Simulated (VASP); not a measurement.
Input of a VASP 6.6.1 run:

The input POSCAR:

```
CuO
1.0
    2.8363251100      0.0000000000      0.0000000000
   -1.4181625500      2.4563296000      0.0000000000
    0.0000000000      0.0000000000      2.7681127800
Cu O
1 1
Direct
    0.0000000000      0.0000000000      0.0000000000
    0.6666666667      0.3333333333      0.5000000000
```

File INCAR.step1:

```
ALGO = Normal ; EDIFF = 1E-4
ENCUT = 600 ; GGA = PE
ISMEAR = -1 ; LASPH = True
LCHARG = False ; LREAL = False
LWAVE = True ; NELM = 100
PREC = Accurate ; SIGMA = 0.05
```

File INCAR.step2:

```
ALGO = Normal ; EDIFF = 1E-6
EDIFFG = -0.01 ; ENCUT = 600
IBRION = 2 ; ISIF = 3
ISMEAR = -1 ; ISTART = 1
LASPH = True ; LCHARG = False
LMIXTAU = True ; LREAL = False
LWAVE = False ; METAGGA = R2SCAN
NELM = 100 ; NSW = 60
PREC = Accurate ; SIGMA = 0.05
```

File KPOINTS:

```
k-points
0
Gamma
  11 11 10
```

Potentials or basis: VASP PAW PBE potentials, release 64 (Cu, O).

The run is started by

```console
$ cat potpaw_PBE.64/Cu/POTCAR potpaw_PBE.64/O/POTCAR > POTCAR
$ cp INCAR.step1 INCAR
$ mpirun -np 1 vasp_std > vasp.out
$ cp INCAR.step2 INCAR
$ mpirun -np 1 vasp_std > vasp.out
```

Problem. Predict the relaxed volume.

Solution. 9.33 Å³/atom.

Problem. Predict the band gap on the k mesh.

Solution. Zero (an odd number of electrons rules out a gap without spin polarisation).

Problem. Estimate the relaxed cell.

Solution. a = 2.846 Å, b = 2.846 Å, c = 2.658 Å, α = 90.00°, β = 90.00°, γ = 120.00°.

Final structure:
```
Cu O
1.0
     2.84625    0.00000    0.00000
    -1.42312    2.46492    0.00000
     0.00000    0.00000    2.65831
Cu O
1 1
Direct
  0.00000 0.00000 0.00000
  0.66667 0.33333 0.50000
```

Caveat: the PAW data sets were made with another functional, which shifts forces and pressure a little; an odd number of electrons without spin polarisation forces a metal; a magnetic or distorted state may lie lower; semilocal functionals often make such compounds metallic where correlation or magnetic order opens a gap, which also shifts bond lengths. With open d or f shells a metallic result of r2SCAN can be an artefact of self-interaction; +U or a hybrid may open a gap.
